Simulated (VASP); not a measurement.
CaC2:

```xyz
3
Lattice="1.9444 1.1226 3.9539 -1.9444 1.1226 3.9539 0.0000 -2.2452 3.9539" Properties=species:S:1:pos:R:3 pbc="T T T"
Ca    0.0000    0.0000    0.0000
C     0.0000    0.0000    6.5585
C     0.0000    0.0000    5.3032
```

- Program: VASP 6.6.1
- Task: relaxation of cell and atoms
- Functional: LDA
- Potentials or basis: VASP PAW LDA potentials, release 64 (Ca_sv, C)
- Cutoff: 600 eV
- k mesh: 9 × 9 × 9
- Occupations: gaussian, width 0.02 eV
- Spin: no spin polarisation

At the start: pressure -5.1 GPa; volume 17.26 Å³/atom.

Q: Where does the relaxation end?

A: Over 8 steps the energy falls by 22.5 meV/atom and the volume is 15.85 Å³/atom (-8.2 %); space group R-3m (No. 166, to 0.05 Å).

The path:
```csv
step,energy change (eV),largest force (eV/Å),pressure (GPa),volume (Å³)
1,0.0000,0.3148,-5.09,51.78
2,0.0965,5.8428,6.45,47.78
3,-0.0236,1.3201,-2.01,50.50
4,-0.0592,0.5353,-1.04,48.84
5,-0.0676,0.0433,-0.10,47.61
6,-0.0676,0.0703,-0.07,47.55
7,-0.0675,0.1031,0.17,47.54
8,-0.0676,0.0039,0.04,47.55
```

Final structure:
```
CELL_PARAMETERS angstrom
1.88670 1.08929 3.85587
-1.88670 1.08929 3.85587
0.00000 -2.17857 3.85587
ATOMIC_POSITIONS crystal
Ca 0.00000 0.00000 0.00000
C 0.55387 0.55387 0.55387
C 0.44613 0.44613 0.44613
```
